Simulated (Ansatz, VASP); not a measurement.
**Two plane-wave programs on Mo**

```
Mo
1.0
    -1.47240    1.47240    1.76687
     1.47240   -1.47240    1.76687
     1.47240    1.47240   -1.76687
Mo
1
Direct
  0.00000 0.00000 0.00000
```

Alike in both runs: task single point; functional PBEsol; k mesh 30 × 30 × 30; occupations gaussian, width 0.15 eV; no spin polarisation.

|  | VASP | Ansatz |
| --- | --- | --- |
| version | VASP 6.6.1 | Ansatz 0.2.0 |
| potentials or method | VASP PAW PBE potentials, release 64 (Mo_sv), cutoff 520 eV | scalar-relativistic, plane waves, PAW |
| valence electrons in the cell | 14 | 14 |

```csv
,VASP,Ansatz,Ansatz less VASP
gap on the k mesh at the Fermi level (eV),none,none,-
pressure (GPa),3.8,3.3,-0.56
"traceless stress, the component that is largest in VASP (GPa)",-20.47,-20.48,-0.012
```

VASP's potentials were made for PBE, not for PBEsol. A gap of «none» marks a metal or a gap that the smearing closes.
